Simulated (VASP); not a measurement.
# SrCl2 (Fm-3m) in VASP: further runs, part 2 of 2

VASP 6.6.1. Earlier steps stand in the parts before.

## Step 3: Single point, HSE06

POSCAR

```
SrCl2
1.0
    0.0000000000      3.4976509443      3.4976509443
    3.4976509443      0.0000000000      3.4976509443
    3.4976509443      3.4976509443      0.0000000000
Sr Cl
1 2
Direct
    0.0000000000      0.0000000000      0.0000000000
    0.2500000000      0.2500000000      0.2500000000
    0.7500000000      0.7500000000      0.7500000000
```

INCAR.step1

```
SYSTEM = SrCl2
PREC = Accurate
ENCUT = 520
EDIFF = 1E-5
ISMEAR = 1
SIGMA = 0.05
LREAL = .False.
LASPH = .True.
NELM = 100
ALGO = Normal
ISIF = 2
LWAVE = .True.
GGA = PE
NBANDS = 19
```

INCAR.step2

```
SYSTEM = SrCl2
PREC = Accurate
ENCUT = 520
EDIFF = 1E-6
ISMEAR = 1
SIGMA = 0.05
LREAL = .False.
LASPH = .True.
NELM = 100
ALGO = Normal
ISIF = 2
LWAVE = .False.
LCHARG = .True.
GGA = PE
LHFCALC = .True.
HFSCREEN = 0.2079
PRECFOCK = Normal
LELF = .True.
LVHAR = .True.
ISTART = 1
NBANDS = 19
```

KPOINTS

```
Automatic mesh
0
Gamma
  4 4 4
  0 0 0
```

Potentials or basis: VASP PAW PBE potentials, release 64 (Sr_sv, Cl).

Launch:

```sh
$ cat potpaw_PBE.64/Sr_sv/POTCAR potpaw_PBE.64/Cl/POTCAR > POTCAR
$ cp INCAR.step1 INCAR
$ mpirun -np 1 vasp_std > vasp.out
$ cp INCAR.step2 INCAR
$ mpirun -np 1 vasp_std > vasp.out
```

OUTCAR:

```text
SYSTEM = SrCl2
   PREC = Accurate
   ENCUT = 520
   EDIFF = 1E-6
   ISMEAR = 1
   LREAL = .False.
   LASPH = .True.
   NELM = 100
   ISIF = 2
   GGA = PE
   LHFCALC = .True.
   HFSCREEN = 0.2079
   PRECFOCK = Normal
   ISTART = 1

 ion  position               nearest neighbor table
   1  0.000  0.000  0.000-   3 3.03   3 3.03   3 3.03   2 3.03   3 3.03   2 3.03   2 3.03   2 3.03

   2  0.250  0.250  0.250-   1 3.03   1 3.03   1 3.03   1 3.03
   3  0.750  0.750  0.750-   1 3.03   1 3.03   1 3.03   1 3.03

  LATTYP: Found a face centered cubic cell.
 ALAT       =     6.9953018886

  Lattice vectors:

 A1 = (   0.0000000000,   3.4976509443,   3.4976509443)
 A2 = (   3.4976509443,   0.0000000000,   3.4976509443)
 A3 = (   3.4976509443,   3.4976509443,   0.0000000000)

Analysis of symmetry for initial positions (statically):
=====================================================================
 Subroutine PRICEL returns:
 Original cell was already a primitive cell.

 Routine SETGRP: Setting up the symmetry group for a
 face centered cubic supercell.

 Subroutine GETGRP returns: Found 48 space group operations
 (whereof 48 operations were pure point group operations)
 out of a pool of 48 trial point group operations.

The static configuration has the point symmetry O_h .

Analysis of symmetry for dynamics (positions and initial velocities):
=====================================================================
 Subroutine PRICEL returns:
 Original cell was already a primitive cell.

 Routine SETGRP: Setting up the symmetry group for a
 face centered cubic supercell.

 Subroutine GETGRP returns: Found 48 space group operations
 (whereof 48 operations were pure point group operations)
 out of a pool of 48 trial point group operations.

The dynamic configuration has the point symmetry O_h .

[... 107 lines left out ...]
   LORBIT       =      0    0 simple, 1 ext, 2 COOP (PROOUT), +10 PAW based schemes
   GGA     = PE    functional components
   LHFCALC =     T    Hartree Fock is set to
   PRECFOCK=normal    Normal, Fast or Accurate (Low or Medium for compatibility)
   ENCUT4O =  -1.0   cutoff for four orbital integrals eV
   NKREDX  =     1    reduce k-point grid by
   NKREDY  =     1    reduce k-point grid by
   NKREDZ  =     1    reduce k-point grid by
   AEXX    =    0.2500 exact exchange contribution
   HFSCREEN=    0.2079 screening length (either q_TF or 0.3 A-1)
   HFSCREENC=   0.2079 screening length for correlation (either q_TF or 0.3 A-1)
   ENCUTFOCK=  -1.0 apply spherical cutoff to Coloumb kernel
   IVDW    =     0    specifies the selected vdW correction
   LEPSILON=     F    determine dielectric tensor
   LRPA    =     F    only Hartree local field effects (RPA)
 non-spin polarized calculation
 Methfessel and Paxton  Order N= 1 SIGMA  =   0.05
  energy-cutoff  :      520.00
  volume of cell :       85.58
 maximum number of plane-waves:      2332
 NGX is ok and might be reduce to    40
  NGX = 28; NGY = 28; NGZ = 28

 number of electron      24.0000002 magnetization

 Free energy of the ion-electron system (eV)
  ---------------------------------------------------
  ext. energy  EPLUGINS =         0.00000000
  ---------------------------------------------------
  free energy    TOTEN  =       -14.81286274 eV

  energy without entropy =      -14.81300048  energy(sigma->0) =      -14.81290865

 E-fermi :  -0.7811     XC(G=0):  -6.8780

 val. band max:       -0.8231745692   @ k =   0.5000   0.5000   0.0000
 cond. band min:       5.7609723724   @ k =   0.0000   0.0000   0.0000
 fundamental gap:      6.5841469416
 Fermi energy:        -0.7811187204

 k-point     1 :       0.0000    0.0000    0.0000
  band No.  band energies     occupation
      1     -35.8049      2.00000
      2     -16.5201      2.00000
      3     -16.5201      2.00000
      4     -16.5200      2.00000
      5     -15.3503      2.00000
      6     -14.4435      2.00000
[... 153 lines left out ...]
      6     -14.5901      2.00000
[... 11 lines left out ...]
     18      10.1833      0.00000
     19      11.2733      0.00000

------------------------ aborting loop because EDIFF is reached ----------------------------------------

  FORCE on cell =-STRESS in cart. coord.  units (eV):
  Direction    XX          YY          ZZ          XY          YZ          ZX
  --------------------------------------------------------------------------------------
  -------------------------------------------------------------------------------------
  Total        0.1362929      0.1362929      0.1362929     -0.0000000      0.0000000     -0.0000000
  in kB        2.5516701      2.5516701      2.5516701     -0.0000000      0.0000000     -0.0000000
  external PRESSURE =       2.5516701 kB  Pullay stress =       0.0000000 kB

 VOLUME and BASIS-vectors are now :
 -----------------------------------------------------------------------------
  energy-cutoff  :      520.00
  volume of cell :       85.58
      direct lattice vectors                 reciprocal lattice vectors
     0.000000000  3.497650944  3.497650944    -0.142953087  0.142953087  0.142953087
     3.497650944  0.000000000  3.497650944     0.142953087 -0.142953087  0.142953087
     3.497650944  3.497650944  0.000000000     0.142953087  0.142953087 -0.142953087

 POSITION                                       TOTAL-FORCE (eV/Angst)
 -----------------------------------------------------------------------------------
      0.00000      0.00000      0.00000         0.000000     -0.000000      0.000000
      1.74883      1.74883      1.74883        -0.000000     -0.000000     -0.000000
      5.24648      5.24648      5.24648         0.000000      0.000000      0.000000
 -----------------------------------------------------------------------------------
    total drift:                               -0.000000     -0.000000     -0.000000

  FREE ENERGIE OF THE ION-ELECTRON SYSTEM (eV)
  ---------------------------------------------------
  free  energy   TOTEN  =       -14.8128627389 eV

  energy  without entropy=      -14.8130004779  energy(sigma->0) =      -14.81290865
```

OSZICAR.step1:

```text
N       E                     dE             d eps       ncg     rms          rms(c)
DAV:   1     0.140312341358E+03    0.14031E+03   -0.11579E+04   304   0.114E+03
DAV:   2    -0.385902625754E+01   -0.14417E+03   -0.13997E+03   387   0.222E+02
DAV:   3    -0.127357261877E+02   -0.88767E+01   -0.88451E+01   378   0.550E+01
DAV:   4    -0.130632480811E+02   -0.32752E+00   -0.32718E+00   536   0.877E+00
DAV:   5    -0.130656868624E+02   -0.24388E-02   -0.24387E-02   402   0.786E-01    0.127E+01
DAV:   6    -0.127679257540E+02    0.29776E+00   -0.59657E-01   340   0.431E+00    0.816E+00
DAV:   7    -0.127775019017E+02   -0.95761E-02   -0.36203E-01   401   0.360E+00    0.215E+00
DAV:   8    -0.127838463613E+02   -0.63445E-02   -0.54381E-02   347   0.129E+00    0.414E-01
DAV:   9    -0.127847801204E+02   -0.93376E-03   -0.20142E-03   370   0.266E-01    0.149E-01
DAV:  10    -0.127861669883E+02   -0.13869E-02   -0.99618E-04   328   0.184E-01    0.368E-02
DAV:  11    -0.127862577043E+02   -0.90716E-04   -0.58887E-05   374   0.434E-02    0.424E-02
DAV:  12    -0.127862798412E+02   -0.22137E-04   -0.20575E-05   299   0.231E-02    0.289E-03
DAV:  13    -0.127862816709E+02   -0.18297E-05   -0.21268E-06   313   0.795E-03
   1 F= -.12786282E+02 E0= -.12786328E+02  d E =0.140214E-03
```

It took 20 min on 1 thread of AMD EPYC 7R43 (Zen 3), shared host; peak memory 0.31 GiB.

What came out:

```yaml
Free_energy: -14.8129 eV
Pressure: 0.3 GPa
Band_gap_on_the_k_mesh: 6.58 eV (least direct gap 6.82 eV)
```

Caveat: the PAW data sets were made with another functional, which shifts forces and pressure a little.
